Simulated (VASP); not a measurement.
Input of a VASP 6.6.1 run:

File INCAR:

```
ALGO     = Normal         # electronic algorithm
EDIFF    = 1E-6           # SCF threshold, eV
EDIFFG   = -0.005         # ionic threshold
ENCUT    = 600            # plane-wave cutoff, eV
GGA      = PS             # functional
IBRION   = 2              # ionic algorithm
ISIF     = 4              # what is computed and relaxed
ISMEAR   = -1             # smearing method
LASPH    = True           # aspherical terms in the spheres
LCHARG   = False          # write CHGCAR
LREAL    = False          # projectors in reciprocal space
LWAVE    = False          # write WAVECAR
NELM     = 80             # most SCF steps
NSW      = 50             # ionic steps
PREC     = Accurate       # precision mode
SIGMA    = 0.08           # smearing width, eV
```

The input KPOINTS:

```
k-points
0
Gamma
  14 14 8
```

The input POSCAR:

```
Tl
1.0
    2.6493155280      0.0000000000      0.0000000000
   -1.3246577640      2.2943745499      0.0000000000
    0.0000000000      0.0000000000      4.2326928083
Tl
2
Direct
    0.3333333333      0.6666666667      0.2500000000
    0.6666666667      0.3333333333      0.7500000000
```

Potentials or basis: VASP PAW PBE potentials, release 64 (Tl_d).

The run is started by

```sh
$ cat potpaw_PBE.64/Tl_d/POTCAR > POTCAR
$ mpirun -np 1 vasp_std > vasp.out
```

Task: Predict the band gap on the k mesh.

Result: Zero (band 13 reaches 26.73 eV, above the bottom of band 14 at 17.23 eV).

Final structure:
```yaml
crystal:
  lattice:
    - [2.62873, 0.00000, 0.00000]
    - [-1.31437, 2.27655, 0.00000]
    - [0.00000, 0.00000, 4.29924]
  atoms:
    - { symbol: Tl, position: [0.33333, 0.66667, 0.25000] }
    - { symbol: Tl, position: [0.66667, 0.33333, 0.75000] }
```

Caveat: spin-orbit coupling is left out, which moves the levels of the heavy elements.
